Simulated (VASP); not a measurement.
Runs of VASP 6.6.1 on Nb. The structure is that of space group Pm-3m (No. 221), or close to it. The cells are those of the table. This isn't the form of Nb at room conditions, which is bcc.

```tsv
level	cell	share of exact exchange	screening parameter	gap on the mesh (eV)	pressure (GPa)
HSE06	a = 2.756 Å, 1 atom	0.25	0.2079 1/Å	none	-0.3
HF	a = 2.720 Å, 1 atom	1	-	none	(a)
B3LYP	a = 2.792 Å, 1 atom	0.2	-	none	-0.3
PBE-based screened hybrid with 25 % exact exchange	a = 2.754 Å, 1 atom	0.25	0.3 1/Å	none	-0.2
```

Alike in all rows: task single point; potentials or basis VASP PAW PBE potentials, release 64 (Nb_sv); no spin polarisation; k mesh 5 × 5 × 5; cutoff (eV) 520; smearing fermi-dirac 0.05 eV.

Task: Fill in the values left out.

Result: (a) 15.8.

Caveats: all runs use coarse meshes; the PAW data sets were made with another functional, which shifts forces and pressure a little.

A k mesh can miss the band edges, and the runs leave out spin-orbit coupling on Nb.

A gap of «none» marks levels without a gap at the run's occupations.
